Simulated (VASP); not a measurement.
# Li (Pm-3m) in VASP: a series of runs

The runs below take Li through relaxation of cell and atoms, with PBE.

All numbers are computed with VASP 6.6.1; they aren't measurements. Logs are shortened: lines on timing, memory, paths and dates and some standing lists are left out, and cuts for length are marked.

### Step 1. The cell of the first run

Symmetry: Pm-3m, No. 221, cubic system. The conventional cell has a = 2.284 Å, b = 2.284 Å, c = 2.284 Å, α = 90.00°, β = 90.00°, γ = 90.00°. Within 3.0 Å of Li (site symmetry m-3m) lie 6 Li at 2.28 Å.

### Step 2. Relaxation of cell and atoms, PBE, target pressure 16 GPa, at which the enthalpy is minimised

INCAR reads:

```
SYSTEM = Li
  PREC = Accurate
  ENCUT = 600
  EDIFF = 1E-7
  ISMEAR = -1
  SIGMA = 0.08
  LREAL = .False.
  LASPH = .True.
  NELM = 80
  ALGO = Normal
  ISIF = 3
  LWAVE = .False.
  LCHARG = .False.
  GGA = PE
  IBRION = 2
  NSW = 32
  EDIFFG = -0.005
  PSTRESS = 160.0
```

KPOINTS reads:

```
regular mesh
0
Gamma
  16 16 16
  0 0 0
```

POSCAR reads:

```
Li
1.0
    2.2838122943      0.0000000000      0.0000000000
    0.0000000000      2.2838122943      0.0000000000
    0.0000000000      0.0000000000      2.2838122943
Li
1
Direct
    0.0000000000      0.0000000000      0.0000000000
```

Potentials or basis: VASP PAW PBE potentials, release 64 (Li_sv).

Command:

```sh
$ cat potpaw_PBE.64/Li_sv/POTCAR > POTCAR
$ mpirun -np 1 vasp_std > vasp.out
```

OUTCAR:

```text
SYSTEM = Li
   PREC = Accurate
   ENCUT = 600
   EDIFF = 1E-7
   ISMEAR = -1
   LREAL = .False.
   LASPH = .True.
   NELM = 80
   ISIF = 3
   GGA = PE
   IBRION = 2
   NSW = 32
   EDIFFG = -0.005
   PSTRESS = 160.0

 ion  position               nearest neighbor table
   1  0.000  0.000  0.000-

  LATTYP: Found a simple cubic cell.
 ALAT       =     2.2838122943

  Lattice vectors:

 A1 = (   2.2838122943,   0.0000000000,   0.0000000000)
 A2 = (   0.0000000000,   2.2838122943,   0.0000000000)
 A3 = (   0.0000000000,   0.0000000000,   2.2838122943)

Analysis of symmetry for initial positions (statically):
=====================================================================
 Subroutine PRICEL returns:
 Original cell was already a primitive cell.

 Routine SETGRP: Setting up the symmetry group for a
 simple cubic supercell.

 Subroutine GETGRP returns: Found 48 space group operations
 (whereof 48 operations were pure point group operations)
 out of a pool of 48 trial point group operations.

The static configuration has the point symmetry O_h .

Analysis of symmetry for dynamics (positions and initial velocities):
=====================================================================
 Subroutine PRICEL returns:
 Original cell was already a primitive cell.

 Routine SETGRP: Setting up the symmetry group for a
 simple cubic supercell.

 Subroutine GETGRP returns: Found 48 space group operations
 (whereof 48 operations were pure point group operations)
 out of a pool of 48 trial point group operations.

The dynamic configuration has the point symmetry O_h .

 Subroutine INISYM returns: Found 48 space group operations
 (whereof 48 operations are pure point group operations),
 and found     1 'primitive' translations

----------------------------------------------------------------------------------------

                                     Primitive cell

  volume of cell :      11.9119

  direct lattice vectors                    reciprocal lattice vectors
     2.283812294  0.000000000  0.000000000     0.437864356  0.000000000  0.000000000
     0.000000000  2.283812294  0.000000000     0.000000000  0.437864356  0.000000000
     0.000000000  0.000000000  2.283812294     0.000000000  0.000000000  0.437864356

  length of vectors
     2.283812294  2.283812294  2.283812294     0.437864356  0.437864356  0.437864356

  position of ions in fractional coordinates (direct lattice)
     0.000000000  0.000000000  0.000000000

  ion indices of the primitive-cell ions
   primitive index   ion index
[... 77 lines left out ...]
   IBRION =      2    ionic relax: 0-MD 1-quasi-New 2-CG
   NFREE  =      1    steps in history (QN), initial steepest desc. (CG)
   ISIF   =      3    stress and relaxation
   ISYM   =      2    0-nonsym 1-usesym 2-fastsym
   POTIM  = 0.5000    time-step for ionic-motion
   TEBEG  =    0.0;   TEEND  =   0.0 temperature during run
   PSTRESS=  160.0 pullay stress
   NELECT =       3.0000    total number of electrons
   NUPDOWN=      -1.0000    fix difference up-down
   EMIN   =  10.00;   EMAX   =-10.00  energy-range for DOS
   EFERMI =   0.00;   METHOD = LEGACY
   ISMEAR =    -1;   SIGMA  =   0.08  broadening in eV -4-tet -1-fermi 0-gaus
   EFERMI_NEDOS =   21; number of points for ismear=-14 and -15
   IALGO  =     38    algorithm
   IMIX   =      4    mixing-type and parameters
     AMIX     =   0.40;   BMIX     =  1.00
     AMIX_MAG =   1.60;   BMIX_MAG =  1.00
  volume/ion in A,a.u.               =      11.91        80.39
  Fermi-wavevector in a.u.,A,eV,Ry     =   1.033844  1.953681 14.542350  1.068833
  Thomas-Fermi vector in A             =   2.168110
   LORBIT       =      0    0 simple, 1 ext, 2 COOP (PROOUT), +10 PAW based schemes
   GGA     = PE    functional components
   LHFCALC =     F    Hartree Fock is set to
   AEXX    =    0.0000 exact exchange contribution
   IVDW    =     0    specifies the selected vdW correction
   LEPSILON=     F    determine dielectric tensor
   LRPA    =     F    only Hartree local field effects (RPA)
 conjugate gradient relaxation of ions
 non-spin polarized calculation
  energy-cutoff  :      600.00
  volume of cell :       11.91
 maximum number of plane-waves:       432
   NGX =  9   NGY =  9   NGZ =  9

--------------------------------------- Ionic step        1  -------------------------------------------

 number of electron       3.0000007 magnetization

 Free energy of the ion-electron system (eV)
  ---------------------------------------------------
  ext. energy  EPLUGINS =         0.00000000
  ---------------------------------------------------
  free energy    TOTEN  =        -1.50202246 eV

  energy without entropy =       -1.49734533  energy(sigma->0) =       -1.49968389

------------------------ aborting loop because EDIFF is reached ----------------------------------------

  FORCE on cell =-STRESS in cart. coord.  units (eV):
  Direction    XX          YY          ZZ          XY          YZ          ZX
  --------------------------------------------------------------------------------------
  -------------------------------------------------------------------------------------
  Total        1.1703217      1.1703217      1.1703217     -0.0000000      0.0000000     -0.0000000
  in kB      157.4108298    157.4108298    157.4108298     -0.0000000      0.0000000     -0.0000000
  external PRESSURE =      -2.5891702 kB  Pullay stress =     160.0000000 kB
[... 61 lines left out ...]
--------------------------------------- Ionic step        3  -------------------------------------------

 number of electron       3.0000008 magnetization

 Free energy of the ion-electron system (eV)
  ---------------------------------------------------
  ext. energy  EPLUGINS =         0.00000000
  ---------------------------------------------------
  free energy    TOTEN  =        -1.49601051 eV

  energy without entropy =       -1.49134600  energy(sigma->0) =       -1.49367825

 E-fermi :   2.5006     XC(G=0):  -8.4934

 val. band max:        2.3696071892   @ k =   0.3750   0.2500   0.1250
 cond. band min:       2.5691287661   @ k =   0.5000   0.1875   0.1250
 fundamental gap:      0.1995215768
 Fermi energy:         2.5006181661

 k-point     1 :       0.0000    0.0000    0.0000
  band No.  band energies     occupation
      1     -43.7760      2.00000
      2      -1.5035      2.00000
      3      19.7652      0.00000
      4      19.7652      0.00000
      5      19.7652      0.00000
[... 177 lines left out ...]
 k-point    24 :       0.5000    0.1250    0.0000
  band No.  band energies     occupation
      1     -43.6296      2.00000
      2       1.5823      1.99998
      3       6.8728      0.00000
      4      21.6408      0.00000
      5      23.3485      0.00000

 [... further k-points ...]
[... 5 lines left out ...]
  --------------------------------------------------------------------------------------
  -------------------------------------------------------------------------------------
  Total        1.1852064      1.1852064      1.1852064      0.0000000     -0.0000000      0.0000000
  in kB      160.2285235    160.2285235    160.2285235      0.0000000     -0.0000000      0.0000000
  external PRESSURE =       0.2285235 kB  Pullay stress =     160.0000000 kB
[... 20 lines left out ...]
  energy  without entropy=       -1.4913460003  energy(sigma->0) =       -1.49367825

  enthalpy is  TOTEN    =        -0.3124945032 eV   P V=        1.1835160055

 reached required accuracy - stopping structural energy minimisation
```

Wall time 5.7 s (1 thread of Intel Xeon 6975P-C (Granite Rapids), shared host); peak memory 0.11 GiB.

What came out:

```
Free energy                                            : -1.4960 eV
Relaxed volume                                         : 11.85 Å³/atom
Relaxed cell                                           : a = 2.280 Å, b = 2.280 Å, c = 2.280 Å, α = 90.00°, β = 90.00°, γ = 90.00°
Space group after relaxing (to 0.05 Å)                 : Pm-3m (No. 221)
Energy change on relaxing (the enthalpy is what falls) : +6.0 meV/atom
Ionic steps                                            : 3
Pressure after relaxing                                : 16.0 GPa
```

The path:
```csv
step,energy change (eV),largest force (eV/Å),pressure (GPa),volume (Å³)
1,0.0000,0.0000,15.74,11.91
2,0.0033,0.0000,15.90,11.88
3,0.0060,0.0000,16.02,11.85
```

Final structure:
```cif
data_structure
_symmetry_space_group_name_H-M 'P 1'
_symmetry_Int_Tables_number 1
_cell_length_a 2.2799
_cell_length_b 2.2799
_cell_length_c 2.2799
_cell_angle_alpha 90.000
_cell_angle_beta 90.000
_cell_angle_gamma 90.000
_cell_volume 11.85
loop_
_atom_site_label
_atom_site_type_symbol
_atom_site_fract_x
_atom_site_fract_y
_atom_site_fract_z
_atom_site_occupancy
Li1 Li 0.00000 0.00000 0.00000 1
```

Levels at points of the mesh, in eV from the Fermi level:
```csv
k point,band 1,band 2,band 3,band 4
"(0.00, 0.00, 0.00)",-46.28,-4.00,17.26,17.26
"(0.50, 0.00, 0.00)",-46.15,-1.36,4.34,21.74
"(0.50, 0.50, 0.00)",-46.03,4.42,4.42,7.54
"(0.50, 0.50, 0.50)",-45.93,9.70,9.70,9.70
```

Caveat: the cutoff is under 1.25 times the usual one of these potentials, so pressure, stress and relaxed cells hold a basis-set (Pulay) error; the cell is relaxed towards a set pressure, so the enthalpy falls and the energy may rise.

### Step 3. Relaxation of cell and atoms, PBE, target pressure 16 GPa, at which the enthalpy is minimised

This run uses another cell than the first one, of 12.65 Å³/atom, 1.062 times its volume.

INCAR reads:

```
SYSTEM = Li
ALGO = Normal
EDIFF = 1E-6
EDIFFG = -0.005
ENCUT = 600
GGA = PE
IBRION = 2
ISIF = 3
ISMEAR = -1
LASPH = .True.
LCHARG = .False.
LREAL = .False.
LWAVE = .False.
NELM = 60
NSW = 60
PREC = Accurate
PSTRESS = 160.0
SIGMA = 0.08
```

KPOINTS reads:

```
k-points
0
Gamma
  16 16 16
  0 0 0
```

POSCAR reads:

```
Li
1.0
    2.3301438877      0.0000000000      0.0000000000
    0.0000000000      2.3301438877      0.0000000000
    0.0000000000      0.0000000000      2.3301438877
Li
1
Direct
    0.0000000000      0.0000000000      0.0000000000
```

Potentials or basis: VASP PAW PBE potentials, release 64 (Li_sv).

Command:

```sh
$ cat potpaw_PBE.64/Li_sv/POTCAR > POTCAR
$ mpirun -np 1 vasp_std > vasp.out
```

Wall time 7.9 s (1 thread of Intel Xeon 6975P-C (Granite Rapids), shared host); peak memory 0.12 GiB.

It converged, with:

```
Free energy                                            : -1.4964 eV
Relaxed volume                                         : 11.84 Å³/atom
Relaxed cell                                           : a = 2.279 Å, b = 2.279 Å, c = 2.279 Å, α = 90.00°, β = 90.00°, γ = 90.00°
Space group after relaxing (to 0.05 Å)                 : Pm-3m (No. 221)
Energy change on relaxing (the enthalpy is what falls) : +72.2 meV/atom
Ionic steps                                            : 4
Pressure after relaxing                                : 16.0 GPa
```

Step by step:
```csv
step,energy change (eV),largest force (eV/Å),pressure (GPa),volume (Å³)
1,0.0000,0.0000,12.62,12.65
2,0.0408,0.0000,14.54,12.17
3,0.0690,0.0000,15.85,11.87
4,0.0722,0.0000,16.00,11.84
```

Final structure:
```
Li
1.0
     2.27919    0.00000    0.00000
     0.00000    2.27919    0.00000
     0.00000    0.00000    2.27919
Li
1
Direct
  0.00000 0.00000 0.00000
```

Levels at points of the mesh, in eV from the Fermi level:
| k point | band 1 | band 2 | band 3 | band 4 | band 5 |
| --- | --- | --- | --- | --- | --- |
| (0.00, 0.00, 0.00) | -46.28 | -4.01 | 17.28 | 17.28 | 17.28 |
| (0.50, 0.00, 0.00) | -46.15 | -1.36 | 4.35 | 21.76 | 21.76 |
| (0.50, 0.50, 0.00) | -46.03 | 4.42 | 4.42 | 7.54 | 14.04 |
| (0.50, 0.50, 0.50) | -45.93 | 9.70 | 9.70 | 9.70 | 14.03 |

Caveat: the cutoff is under 1.25 times the usual one of these potentials, so pressure, stress and relaxed cells hold a basis-set (Pulay) error; the cell is relaxed towards a set pressure, so the enthalpy falls and the energy may rise.
